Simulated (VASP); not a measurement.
**Ca3TlN: single point with LDA**

Crystal: Ca3TlN.

```
Ca Tl N
1.0
     4.95382    0.00000    0.00000
     0.00000    4.95382    0.00000
     0.00000    0.00000    4.95382
Ca Tl N
3 1 1
Direct
  0.50000 0.50000 0.00000
  0.50000 0.00000 0.50000
  0.00000 0.50000 0.50000
  0.00000 0.00000 0.00000
  0.50000 0.50000 0.50000
```

- Program: VASP 6.6.1
- Task: single point
- Functional: LDA
- Potentials or basis: VASP PAW LDA potentials, release 64 (Ca_sv, Tl_d, N)
- Cutoff: 520 eV
- k mesh: 5 × 5 × 5
- Occupations: fermi-dirac, width 0.05 eV
- Spin: no spin polarisation

```yaml
Pressure: -4.2 GPa
Band_gap_on_the_k_mesh: zero (bands 24 and 25 overlap by 1.42 eV)
```

Levels at points of the mesh, in eV from the Fermi level:
```
           k point  band 21  band 22  band 23  band 24  band 25  band 26
(0.00, 0.00, 0.00)    -0.99    -0.99     0.98     0.98     1.70     1.70
```

It took 48 s on 1 thread of Intel Xeon 8259CL (shared host), peak memory 0.22 GiB.

Caveat: the cell stands under tension; spin-orbit coupling is left out, which moves the levels of the heavy elements.
